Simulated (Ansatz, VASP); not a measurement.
# Two plane-wave programs on B

Contents of INCAR:

```
PREC = Accurate
ENCUT = 520
EDIFF = 1E-6
ISMEAR = -1
SIGMA = 0.1
LREAL = F
LASPH = T
NELM = 80
ALGO = Normal
ISIF = 2
LWAVE = F
LCHARG = F
GGA = PE
NBANDS = 10
```

The input KPOINTS:

```
Automatic mesh
0
Gamma
  22 22 22
```

File POSCAR:

```
B
1.0
    0.0000000000      2.0261947002      2.0261947002
    2.0261947002      0.0000000000      2.0261947002
    2.0261947002      2.0261947002      0.0000000000
B
2
Direct
    0.1250000000      0.1250000000      0.1250000000
    0.8750000000      0.8750000000      0.8750000000
```

Input for Ansatz:

```yaml
crystal:
  lattice:
    - [0.0, 2.0261947002, 2.0261947002]
    - [2.0261947002, 0.0, 2.0261947002]
    - [2.0261947002, 2.0261947002, 0.0]
  atoms:
    - { symbol: B, position: [0.125, 0.125, 0.125] }
    - { symbol: B, position: [0.875, 0.875, 0.875] }
hamiltonian:
  xc: pbe
  pseudopotentials:
    kind: paw
    azcp:
      B: "pseudopotentials/B.paw.azcp"
basis:
  ecutwfc: 420
  fft_grid_basis: typed
kpoints:
  mp_grid: { grid: [22, 22, 22], shift: [0, 0, 0] }
magnetization:
  spin_polarized: false
scf:
  occupations: { method: fermi_dirac, width: 0.1 }
output:
  stress: true
```

Alike in both runs: task single point; functional PBE; k mesh 22 × 22 × 22; occupations fermi-dirac, width 0.1 eV; no spin polarisation.

|  | VASP | Ansatz |
| --- | --- | --- |
| version | VASP 6.6.1 | Ansatz 0.2.0 |
| potentials or method | VASP PAW PBE potentials, release 64 (B), cutoff 520 eV | plane waves (420 eV) with PAW, scalar-relativistic |
| valence electrons in the cell | 6 | 6 |

|  | VASP | Ansatz | Ansatz less VASP |
| --- | --- | --- | --- |
| pressure (GPa) | 0.0 | 0.0 | 0.00 |
